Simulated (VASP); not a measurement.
Runs of VASP 6.6.1 on BeS (sol). The structure is that of space group F-43m (No. 216), or close to it. The cells are those of the table. 

```csv
task,cell,k mesh,smearing,gap on the mesh (eV),pressure (GPa)
single point,"a = 3.444 Å, angles 60.0°, 2 atoms",6 × 6 × 6,gaussian 0.1 eV,(a),-1.6
single point,"a = 3.421 Å, angles 60.0°, 2 atoms",8 × 8 × 8,gaussian 0.01 eV,2.91,0.2
single point,"a = 3.421 Å, angles 60.0°, 2 atoms",8 × 8 × 8,gaussian 0.02 eV,2.91,0.2
relaxation of cell and atoms,"relaxed from a = 3.444 Å, angles 60.0°, 2 atoms",8 × 8 × 8,gaussian 0.02 eV,2.92,0.0
```

Alike in all rows: level PBEsol; potentials or basis VASP PAW PBE potentials, release 64 (Be, S); no spin polarisation; cutoff (eV) 600.

Question: Estimate the missing entries.

Answer: (a) 2.95.

Caveats: the PAW data sets were made with another functional, which shifts forces and pressure a little.

A k mesh can miss the band edges.
